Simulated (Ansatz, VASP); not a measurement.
**One calculation of Na, two programs**

File INCAR:

```
SYSTEM = Na
ALGO = Fast ; EDIFF = 1E-6
EDIFFG = -0.01 ; ENCUT = 600
GGA = PS ; IBRION = 2
ISIF = 3 ; ISMEAR = -1
IVDW = 12 ; LASPH = .True.
LCHARG = .False. ; LREAL = .False.
LWAVE = .False. ; NELM = 60
NSW = 60 ; PREC = Accurate
SIGMA = 0.05
```

KPOINTS

```
k-points
0
Gamma
  10 10 10
  0 0 0
```

File POSCAR:

```
Na
1.0
   -1.8882910800      1.8882910800      2.6372766800
    1.8882910800     -1.8882910800      2.6372766800
    1.8882910800      1.8882910800     -2.6372766800
Na
1
Direct
    0.0000000000      0.0000000000      0.0000000000
```

input.yaml

```yaml
crystal:
  lattice:
    - [-1.88829108, 1.88829108, 2.63727668]
    - [1.88829108, -1.88829108, 2.63727668]
    - [1.88829108, 1.88829108, -2.63727668]
  atoms:
    - { symbol: Na, position: [0.0, 0.0, 0.0] }
hamiltonian:
  xc: pbesol
  pseudopotentials: { kind: paw }
  dispersion: d3bj
kpoints:
  mp_grid: { grid: [10, 10, 10] }
scf:
  occupations: { method: fermi_dirac, width: 0.05 }
output:
  forces: true
  stress: true
  eigenvalues: true
relax:
  f_tol: 0.01
  max_steps: 40
  cell: { stress_tol: 0.05 }
```

Alike in both runs: task relaxation of cell and atoms; functional PBEsol; dispersion D3(BJ); k mesh 10 × 10 × 10; occupations fermi-dirac, width 0.05 eV; no spin polarisation.

```csv
,VASP,Ansatz
version,VASP 6.6.1,Ansatz 0.2.0
potentials or method,"VASP PAW PBE potentials, release 64 (Na_pv)",Ansatz PAW
plane-wave cutoff (eV),600,420
valence electrons in the cell,7,9
```

|  | VASP | Ansatz | Ansatz less VASP |
| --- | --- | --- | --- |
| gap on the k mesh at the Fermi level, each at its own relaxed structure (eV) | none | none | - |
| relaxed volume (Å³/atom) | 32.70 | 33.06 | +0.359 |
| relaxed cell length with the largest relative difference (Å) | 3.558 | 3.571 | +0.0125 |

VASP's potentials were made for PBE, not for PBEsol. A gap of «none» marks a metal or a gap that the smearing closes. VASP's potentials hold 7 valence electrons a cell and Ansatz's 9, so a difference there can come from the potentials and not from the codes.

Noted on Ansatz's run: the plane-wave basis is chosen anew once the cell has moved, so the energies of steps on either side of that aren't comparable.
